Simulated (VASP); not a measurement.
# Al2Ru (Fddd) in VASP: single point with r2SCAN+U

Aim: the single point of Al2Ru with r2SCAN+U.

Program: VASP 6.6.1. These are calculated values, not measurements. Logs are shortened: lines on timing, memory, paths and dates and some standing lists are left out, and cuts for length are marked.

**1. The cell of the first run**

It takes space group Fddd (No. 70, orthorhombic). Conventional cell: a = 4.707 Å, b = 7.979 Å, c = 8.783 Å, α = 90.00°, β = 90.00°, γ = 90.00°. Within 3.4 Å of Al (site symmetry 2) lie 5 Ru at 2.57 to 2.72 Å and 9 Al at 2.60 to 3.19 Å. Within 3.4 Å of Ru (site symmetry 222) lie 10 Al at 2.57 to 2.72 Å and 4 Ru at 3.19 Å.

**2. Single point, r2SCAN+U**

Input file POSCAR:

```
Al2Ru
1.0
    0.0000000000      3.9895069996      4.3914546701
    2.3533615823      0.0000000000      4.3914546701
    2.3533615823      3.9895069996      0.0000000000
Al Ru
4 2
Direct
    0.0790459565      0.4209540435      0.0790459565
    0.4209540435      0.0790459565      0.4209540435
    0.1709540435      0.8290459565      0.1709540435
    0.8290459565      0.1709540435      0.8290459565
    0.7500000000      0.7500000000      0.7500000000
    0.5000000000      0.5000000000      0.5000000000
```

Input file INCAR.step1:

```
  ALGO = Normal
  EDIFF = 1E-5
  ENCUT = 550
  GGA = PE
  GGA_COMPAT = False
  ISMEAR = 0
  LASPH = True
  LCHARG = False
  LDAU = True
  LDAUJ = 0 0
  LDAUL = -1 2
  LDAUTYPE = 2
  LDAUU = 0 6
  LMAXMIX = 4
  LREAL = False
  LWAVE = True
  NBANDS = 29
  NELM = 200
  PREC = Accurate
  SIGMA = 0.01
```

Input file INCAR.step2:

```
  ALGO = Normal
  EDIFF = 1E-6
  ENCUT = 550
  GGA_COMPAT = False
  ISIF = 2
  ISMEAR = 0
  ISTART = 1
  LASPH = True
  LCHARG = False
  LDAU = True
  LDAUJ = 0 0
  LDAUL = -1 2
  LDAUPRINT = 1
  LDAUTYPE = 2
  LDAUU = 0 6
  LMAXMIX = 4
  LMIXTAU = True
  LREAL = False
  LWAVE = False
  METAGGA = R2SCAN
  NBANDS = 29
  NELM = 200
  PREC = Accurate
  SIGMA = 0.01
```

Input file KPOINTS:

```
k-points
0
Gamma
  10 10 10
```

Potentials or basis: VASP PAW PBE potentials, release 64 (Al, Ru_pv).

Command:

```sh
$ cat potpaw_PBE.64/Al/POTCAR potpaw_PBE.64/Ru_pv/POTCAR > POTCAR
$ cp INCAR.step1 INCAR
$ mpirun -np 1 vasp_std > vasp.out
$ cp INCAR.step2 INCAR
$ mpirun -np 1 vasp_std > vasp.out
```

OUTCAR:

```text
EDIFF = 1E-6
   ENCUT = 550
   ISIF = 2
   ISMEAR = 0
   ISTART = 1
   LASPH = True
   LREAL = False
   METAGGA = R2SCAN
   NELM = 200
   PREC = Accurate

 ion  position               nearest neighbor table
   1  0.079  0.421  0.079-   6 2.57   6 2.57   3 2.60   3 2.60   5 2.63   2 2.67   2 2.67   5 2.72
                             5 2.72   2 2.73   4 3.19   4 3.19   4 3.19   4 3.19
   2  0.421  0.079  0.421-   6 2.57   6 2.57   4 2.60   4 2.60   5 2.63   1 2.67   1 2.67   5 2.72
                             5 2.72   1 2.73   3 3.19   3 3.19   3 3.19   3 3.19
   3  0.171  0.829  0.171-   5 2.57   5 2.57   1 2.60   1 2.60   6 2.63   4 2.67   4 2.67   6 2.72
                             6 2.72   4 2.73   2 3.19   2 3.19   2 3.19   2 3.19
   4  0.829  0.171  0.829-   5 2.57   5 2.57   2 2.60   2 2.60   6 2.63   3 2.67   3 2.67   6 2.72
                             6 2.72   3 2.73   1 3.19   1 3.19   1 3.19   1 3.19
   5  0.750  0.750  0.750-   4 2.57   3 2.57   4 2.57   3 2.57   1 2.63   2 2.63   2 2.72   2 2.72
                             1 2.72   1 2.72   6 3.19   6 3.19   6 3.19   6 3.19
   6  0.500  0.500  0.500-   1 2.57   2 2.57   1 2.57   2 2.57   3 2.63   4 2.63   3 2.72   3 2.72
                             4 2.72   4 2.72   5 3.19   5 3.19   5 3.19   5 3.19

  LATTYP: Found a face centered orthorhombic cell.
 ALAT       =     4.7067231646
 B/A-ratio  =     1.6952375825
 C/A-ratio  =     1.8660348257

  Lattice vectors:

 A1 = (   0.0000000000,   3.9895069996,   4.3914546701)
 A2 = (   2.3533615823,   0.0000000000,   4.3914546701)
 A3 = (   2.3533615823,   3.9895069996,   0.0000000000)

Analysis of symmetry for initial positions (statically):
=====================================================================
 Subroutine PRICEL returns:
 Original cell was already a primitive cell.

 Routine SETGRP: Setting up the symmetry group for a
 face centered orthorhombic supercell.

 Subroutine GETGRP returns: Found  8 space group operations
 (whereof  4 operations were pure point group operations)
 out of a pool of  8 trial point group operations.

The static configuration has the point symmetry D_2 .
 The point group associated with its full space group is D_2h.

Analysis of symmetry for dynamics (positions and initial velocities):
=====================================================================
 Subroutine PRICEL returns:
 Original cell was already a primitive cell.

 Routine SETGRP: Setting up the symmetry group for a
 face centered orthorhombic supercell.

 Subroutine GETGRP returns: Found  8 space group operations
 (whereof  4 operations were pure point group operations)
 out of a pool of  8 trial point group operations.

The dynamic configuration has the point symmetry D_2 .
 The point group associated with its full space group is D_2h.

 Subroutine INISYM returns: Found  8 space group operations
 (whereof  4 operations are pure point group operations),
 and found     1 'primitive' translations

----------------------------------------------------------------------------------------

                                     Primitive cell

  volume of cell :      82.4606

  direct lattice vectors                    reciprocal lattice vectors
     0.000000000  3.989507000  4.391454670    -0.212462039  0.125328769  0.113857489
     2.353361582  0.000000000  4.391454670     0.212462039 -0.125328769  0.113857489
     2.353361582  3.989507000  0.000000000     0.212462039  0.125328769 -0.113857489

  length of vectors
     5.933046454  4.982287111  4.631897758     0.271681700  0.271681700  0.271681700

  position of ions in fractional coordinates (direct lattice)
     0.079045957  0.420954043  0.079045957
     0.420954043  0.079045957  0.420954043
     0.170954043  0.829045957  0.170954043
     0.829045957  0.170954043  0.829045957
     0.750000000  0.750000000  0.750000000
     0.500000000  0.500000000  0.500000000

  ion indices of the primitive-cell ions
   primitive index   ion index
                 1           1
                 2           2
                 3           3
                 4           4
                 5           5
[... 87 lines left out ...]
   EFERMI =   0.00;   METHOD = LEGACY
   ISMEAR =     0;   SIGMA  =   0.01  broadening in eV -4-tet -1-fermi 0-gaus
   EFERMI_NEDOS =   21; number of points for ismear=-14 and -15
   IALGO  =     38    algorithm
   IMIX   =      4    mixing-type and parameters
     AMIX     =   0.40;   BMIX     =  1.00
     AMIX_MAG =   1.60;   BMIX_MAG =  1.00
  volume/ion in A,a.u.               =      13.74        92.75
  Fermi-wavevector in a.u.,A,eV,Ry     =   1.286311  2.430776 22.512154  1.654597
  Thomas-Fermi vector in A             =   2.418393
   LORBIT       =      0    0 simple, 1 ext, 2 COOP (PROOUT), +10 PAW based schemes
 LDA+U is selected, type is set to LDAUTYPE =  2
   angular momentum for each species LDAUL =    -1    2
   U (eV)           for each species LDAUU =   0.0  6.0
   J (eV)           for each species LDAUJ =   0.0  0.0
   METAGGA = R2SCAN    functional components
   LHFCALC =     F    Hartree Fock is set to
   AEXX    =    0.0000 exact exchange contribution
   IVDW    =     0    specifies the selected vdW correction
   LEPSILON=     F    determine dielectric tensor
   LRPA    =     F    only Hartree local field effects (RPA)
 non-spin polarized calculation
 Gauss-broadening in eV      SIGMA  =   0.01
  energy-cutoff  :      550.00
  volume of cell :       82.46
 maximum number of plane-waves:      2435
 NGX is ok and might be reduce to    48
   NGX = 23   NGY = 19   NGZ = 17

atom =   5  type =  2  l = 2

 onsite density matrix

spin component  1

  0.6354 -0.0000 -0.0000 -0.0000  0.0000
 -0.0000  0.5137 -0.0000  0.0000  0.0000
 -0.0000 -0.0000  0.6863 -0.0000  0.0413
 -0.0000  0.0000 -0.0000  0.6632 -0.0000
  0.0000  0.0000  0.0413 -0.0000  0.6830

spin component  2

  0.6354 -0.0000 -0.0000 -0.0000  0.0000
 -0.0000  0.5137 -0.0000  0.0000  0.0000
 -0.0000 -0.0000  0.6863 -0.0000  0.0413
 -0.0000  0.0000 -0.0000  0.6632 -0.0000
  0.0000  0.0000  0.0413 -0.0000  0.6830

 occupancies and eigenvectors

  o =  0.5137  v =  0.0000  1.0000  0.0000 -0.0000 -0.0000  0.0000  0.0000  0.0000  0.0000  0.0000      0.0000  0.0000  0.0000  0.0000  0.0000  0.0000  0.0000  0.0000  0.0000  0.0000
  o =  0.5137  v =  0.0000  0.0000  0.0000  0.0000  0.0000  0.0000  1.0000  0.0000 -0.0000 -0.0000      0.0000  0.0000  0.0000  0.0000  0.0000  0.0000  0.0000  0.0000  0.0000  0.0000
  o =  0.6354  v =  1.0000  0.0000  0.0000  0.0000  0.0000  0.0000  0.0000  0.0000  0.0000  0.0000      0.0000  0.0000  0.0000  0.0000  0.0000  0.0000  0.0000  0.0000  0.0000  0.0000
  o =  0.6354  v =  0.0000  0.0000  0.0000  0.0000  0.0000  1.0000  0.0000  0.0000  0.0000  0.0000      0.0000  0.0000  0.0000  0.0000  0.0000  0.0000  0.0000  0.0000  0.0000  0.0000
  o =  0.6433  v =  0.0000 -0.0000  0.6928  0.0000 -0.7212  0.0000  0.0000  0.0000  0.0000  0.0000      0.0000  0.0000  0.0000  0.0000  0.0000  0.0000  0.0000  0.0000  0.0000  0.0000
  o =  0.6433  v =  0.0000  0.0000  0.0000  0.0000  0.0000  0.0000 -0.0000  0.6928  0.0000 -0.7212      0.0000  0.0000  0.0000  0.0000  0.0000  0.0000  0.0000  0.0000  0.0000  0.0000
  o =  0.6632  v =  0.0000  0.0000 -0.0000  1.0000  0.0000  0.0000  0.0000  0.0000  0.0000  0.0000      0.0000  0.0000  0.0000  0.0000  0.0000  0.0000  0.0000  0.0000  0.0000  0.0000
  o =  0.6632  v =  0.0000  0.0000  0.0000  0.0000  0.0000  0.0000  0.0000 -0.0000  1.0000  0.0000      0.0000  0.0000  0.0000  0.0000  0.0000  0.0000  0.0000  0.0000  0.0000  0.0000
  o =  0.7260  v =  0.0000  0.0000  0.0000  0.0000  0.0000  0.0000  0.0000  0.7212  0.0000  0.6928      0.0000  0.0000  0.0000  0.0000  0.0000  0.0000  0.0000  0.0000  0.0000  0.0000
  o =  0.7260  v =  0.0000  0.0000  0.7212  0.0000  0.6928  0.0000  0.0000  0.0000  0.0000  0.0000      0.0000  0.0000  0.0000  0.0000  0.0000  0.0000  0.0000  0.0000  0.0000  0.0000

atom =   6  type =  2  l = 2

 onsite density matrix

spin component  1

  0.6354 -0.0000  0.0000 -0.0000  0.0000
 -0.0000  0.5137 -0.0000  0.0000  0.0000
  0.0000 -0.0000  0.6863 -0.0000  0.0413
 -0.0000  0.0000 -0.0000  0.6632 -0.0000
  0.0000  0.0000  0.0413 -0.0000  0.6830

spin component  2

  0.6354 -0.0000  0.0000 -0.0000  0.0000
 -0.0000  0.5137 -0.0000  0.0000  0.0000
  0.0000 -0.0000  0.6863 -0.0000  0.0413
 -0.0000  0.0000 -0.0000  0.6632 -0.0000
  0.0000  0.0000  0.0413 -0.0000  0.6830

 occupancies and eigenvectors

  o =  0.5137  v =  0.0000  1.0000 -0.0000 -0.0000  0.0000  0.0000  0.0000  0.0000  0.0000  0.0000      0.0000  0.0000  0.0000  0.0000  0.0000  0.0000  0.0000  0.0000  0.0000  0.0000
  o =  0.5137  v =  0.0000  0.0000  0.0000  0.0000  0.0000  0.0000  1.0000 -0.0000 -0.0000  0.0000      0.0000  0.0000  0.0000  0.0000  0.0000  0.0000  0.0000  0.0000  0.0000  0.0000
  o =  0.6354  v =  1.0000  0.0000  0.0000  0.0000  0.0000  0.0000  0.0000  0.0000  0.0000  0.0000      0.0000  0.0000  0.0000  0.0000  0.0000  0.0000  0.0000  0.0000  0.0000  0.0000
  o =  0.6354  v =  0.0000  0.0000  0.0000  0.0000  0.0000  1.0000  0.0000  0.0000  0.0000  0.0000      0.0000  0.0000  0.0000  0.0000  0.0000  0.0000  0.0000  0.0000  0.0000  0.0000
  o =  0.6433  v =  0.0000 -0.0000 -0.6928 -0.0000  0.7212  0.0000  0.0000  0.0000  0.0000  0.0000      0.0000  0.0000  0.0000  0.0000  0.0000  0.0000  0.0000  0.0000  0.0000  0.0000
  o =  0.6433  v =  0.0000  0.0000  0.0000  0.0000  0.0000  0.0000 -0.0000 -0.6928 -0.0000  0.7212      0.0000  0.0000  0.0000  0.0000  0.0000  0.0000  0.0000  0.0000  0.0000  0.0000
  o =  0.6632  v =  0.0000 -0.0000  0.0000 -1.0000 -0.0000  0.0000  0.0000  0.0000  0.0000  0.0000      0.0000  0.0000  0.0000  0.0000  0.0000  0.0000  0.0000  0.0000  0.0000  0.0000
  o =  0.6632  v =  0.0000  0.0000  0.0000  0.0000  0.0000  0.0000 -0.0000  0.0000 -1.0000 -0.0000      0.0000  0.0000  0.0000  0.0000  0.0000  0.0000  0.0000  0.0000  0.0000  0.0000
  o =  0.7260  v =  0.0000 -0.0000 -0.7212  0.0000 -0.6928  0.0000  0.0000  0.0000  0.0000  0.0000      0.0000  0.0000  0.0000  0.0000  0.0000  0.0000  0.0000  0.0000  0.0000  0.0000
  o =  0.7260  v =  0.0000  0.0000  0.0000  0.0000  0.0000  0.0000 -0.0000 -0.7212  0.0000 -0.6928      0.0000  0.0000  0.0000  0.0000  0.0000  0.0000  0.0000  0.0000  0.0000  0.0000

 number of electron      40.0000001 magnetization

 Free energy of the ion-electron system (eV)
  ---------------------------------------------------
  ext. energy  EPLUGINS =         0.00000000
  ---------------------------------------------------
  free energy    TOTEN  =       -68.65362103 eV

  energy without entropy =      -68.65362103  energy(sigma->0) =      -68.65362103

 E-fermi :  10.7389     XC(G=0): -12.8211

 val. band max:       10.6048502417   @ k =   0.0000   0.0000   0.0000
 cond. band min:      10.8514913228   @ k =   0.5000   0.0000   0.0000
 fundamental gap:      0.2466410811
 Fermi energy:        10.7388888891

 k-point     1 :       0.0000    0.0000    0.0000
  band No.  band energies     occupation
      1     -32.9914      2.00000
      2     -32.9062      2.00000
      3     -32.8948      2.00000
      4     -32.8306      2.00000
      5     -32.7522      2.00000
      6     -32.7400      2.00000
[... 757 lines left out ...]
     28      15.7157      0.00000
     29      16.9672      0.00000

 [... further k-points ...]

------------------------ aborting loop because EDIFF is reached ----------------------------------------

  FORCE on cell =-STRESS in cart. coord.  units (eV):
  Direction    XX          YY          ZZ          XY          YZ          ZX
  --------------------------------------------------------------------------------------
  -------------------------------------------------------------------------------------
  Total       -1.4252844     -1.6620991     -1.6644336      0.0000000      0.0000000      0.0000000
  in kB      -27.6927333    -32.2939525    -32.3393103      0.0000000      0.0000000      0.0000000
  external PRESSURE =     -30.7753320 kB  Pullay stress =       0.0000000 kB

 VOLUME and BASIS-vectors are now :
 -----------------------------------------------------------------------------
  energy-cutoff  :      550.00
  volume of cell :       82.46
      direct lattice vectors                 reciprocal lattice vectors
     0.000000000  3.989507000  4.391454670    -0.212462039  0.125328769  0.113857489
     2.353361582  0.000000000  4.391454670     0.212462039 -0.125328769  0.113857489
     2.353361582  3.989507000  0.000000000     0.212462039  0.125328769 -0.113857489

 POSITION                                       TOTAL-FORCE (eV/Angst)
 -----------------------------------------------------------------------------------
      1.17668      0.63071      2.19573         0.000000     -0.083693      0.000000
      1.17668      3.35880      2.19573         0.000000      0.083693      0.000000
      2.35336      1.36404      4.39145         0.000000      0.083693      0.000000
      2.35336      6.61497      4.39145         0.000000     -0.083693      0.000000
      3.53004      5.98426      6.58718         0.000000     -0.000000      0.000000
      2.35336      3.98951      4.39145         0.000000      0.000000     -0.000000
 -----------------------------------------------------------------------------------
    total drift:                               -0.000000     -0.000000     -0.000000

  FREE ENERGIE OF THE ION-ELECTRON SYSTEM (eV)
  ---------------------------------------------------
  free  energy   TOTEN  =       -68.6536210317 eV

  energy  without entropy=      -68.6536210317  energy(sigma->0) =      -68.65362103
```

Run time: 44 min. Hardware: 1 thread of Intel Xeon 8259CL, shared host; peak memory 0.53 GiB.

What came out:

* Free energy: -68.6536 eV
* Pressure: -3.1 GPa
* Largest force: 0.084 eV/Å

Forces on the atoms (eV/Å):
```
Al   0.000 -0.084  0.000
Al   0.000  0.084  0.000
Al   0.000  0.084  0.000
Al   0.000 -0.084  0.000
Ru   0.000  0.000  0.000
Ru   0.000  0.000  0.000
```

Eigenvalues of the final occupation matrices:
| site | spin | trace | eigenvalues |
| --- | --- | --- | --- |
| site 5 d | 1 | 3.18 | 0.51 0.64 0.64 0.66 0.73 |
| site 5 d | 2 | 3.18 | 0.51 0.64 0.64 0.66 0.73 |
| site 6 d | 1 | 3.18 | 0.51 0.64 0.64 0.66 0.73 |
| site 6 d | 2 | 3.18 | 0.51 0.64 0.64 0.66 0.73 |

Caveat: the cell stands under tension; the PAW data sets were made with another functional, which shifts forces and pressure a little; U without spin polarisation on a metal has little footing; the U is typed as a test and isn't derived for this compound.
